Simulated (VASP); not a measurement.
Set up this calculation in VASP 6.6.1, as the native input.

```
Task                   : single point
Functional             : PBEsol
Potentials or basis    : VASP PAW PBE potentials, release 64 (Y_sv, Al, N)
Cutoff                 : 520 eV
k mesh                 : 2 × 4 × 2
Occupations            : gaussian, width 0.02 eV
Spin                   : no spin polarisation
Dipole correction      : no
Further INCAR settings : LREAL = Auto; ALGO = Normal; EDIFF = 1e-06; NBANDS = 54
```

The structure of YAl3N4 (k3) lies in POSCAR:

```
YAl3N4
1.0
    5.0301274583     -2.8911220226      0.0092638742
   -3.4218513313     -0.1024162978     -4.6234977355
    3.5222887321      6.0749557511      0.0477986947
Y Al N
2 6 8
Direct
    0.3203722489      0.0082071515     -0.0123827225
    0.9296277511      0.4917928485      0.1373827225
    0.8303748540     -0.0174141459      0.2550588221
    0.3548903753      0.0725647464      0.5146753327
    0.8248237492     -0.0392681654      0.7318987705
    0.4251762508      0.5392681654      0.3931012295
    0.8951096247      0.4274352536      0.6103246673
    0.4196251460      0.5174141459      0.8699411779
    0.5528233348      0.5319824123      0.1400225645
    0.0636599268      0.4226461746      0.3919120756
    0.6096862733      0.5132558983      0.6135670385
    0.0918253541      0.5211228330      0.8548492019
    0.6971766652     -0.0319824123     -0.0150225645
    0.1581746459     -0.0211228330      0.2701507981
    0.6403137267     -0.0132558983      0.5114329615
    0.1863400732      0.0773538254      0.7330879244
```

These files were run (other wordings do the same):

INCAR

```
PREC = Accurate ; ENCUT = 520
EDIFF = 1E-6 ; ISMEAR = 0
SIGMA = 0.02 ; LREAL = Auto
LASPH = T ; NELM = 100
ALGO = Normal ; ISIF = 2
LWAVE = F ; LCHARG = F
GGA = PS ; NBANDS = 54
```

KPOINTS

```
regular mesh
0
Gamma
  2 4 2
```

Potentials or basis: VASP PAW PBE potentials, release 64 (Y_sv, Al, N).

Command:

```sh
$ cat potpaw_PBE.64/Y_sv/POTCAR potpaw_PBE.64/Al/POTCAR potpaw_PBE.64/N/POTCAR > POTCAR
$ mpirun -np 1 vasp_std > vasp.out
```

It gave:

```
Pressure               : -0.1 GPa
Largest force          : 0.019 eV/Å
Band gap on the k mesh : 2.38 eV, direct
```

Caveat: the k points lie up to 0.64 Å⁻¹ apart; the PAW data sets were made with another functional, which shifts forces and pressure a little.

Run time: 2.6 min on 1 thread of Intel(R) Xeon(R) Platinum 8559C (Emerald Rapids), with other jobs on the host, peak memory 0.38 GiB.
